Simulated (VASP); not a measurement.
Cu2Os:

```
CELL_PARAMETERS angstrom
0.00000 3.39727 3.39727
3.39727 0.00000 3.39727
3.39727 3.39727 0.00000
ATOMIC_POSITIONS crystal
Cu 0.62500 0.62500 0.62500
Cu 0.12500 0.62500 0.62500
Cu 0.62500 0.62500 0.12500
Cu 0.62500 0.12500 0.62500
Os 0.00000 0.00000 0.00000
Os 0.25000 0.25000 0.25000
```

- Program: VASP 6.6.1
- Task: relaxation of cell and atoms
- Functional: PBE
- Potentials or basis: VASP PAW PBE potentials, release 64 (Cu, Os)
- Cutoff: 600 eV
- k mesh: 4 × 4 × 4
- Occupations: gaussian, width 0.1 eV
- Spin: no spin polarisation

At the start: pressure -10.1 GPa; volume 13.07 Å³/atom.

Task: How do energy, volume and symmetry change on relaxing?

Result: Over 3 steps the energy falls by 20.9 meV/atom and the volume is 12.45 Å³/atom (-4.8 %); space group Fd-3m (No. 227, to 0.05 Å).

Step by step:
```
step  energy change (eV)  largest force (eV/Å)  pressure (GPa)  volume (Å³)
   1              0.0000                0.0000          -10.13        78.42
   2              0.1696                0.0000           19.56        69.41
   3             -0.1254                0.0000           -0.03        74.67
```

Final structure:
```cif
data_structure
_symmetry_space_group_name_H-M 'P 1'
_symmetry_Int_Tables_number 1
_cell_length_a 4.7267
_cell_length_b 4.7267
_cell_length_c 4.7267
_cell_angle_alpha 60.000
_cell_angle_beta 60.000
_cell_angle_gamma 60.000
_cell_volume 74.67
loop_
_atom_site_label
_atom_site_type_symbol
_atom_site_fract_x
_atom_site_fract_y
_atom_site_fract_z
_atom_site_occupancy
Cu1 Cu 0.62500 0.62500 0.62500 1
Cu2 Cu 0.12500 0.62500 0.62500 1
Cu3 Cu 0.62500 0.62500 0.12500 1
Cu4 Cu 0.62500 0.12500 0.62500 1
Os1 Os 0.00000 0.00000 0.00000 1
Os2 Os 0.25000 0.25000 0.25000 1
```

Caveat: the k points lie up to 0.41 Å⁻¹ apart in the final cell.
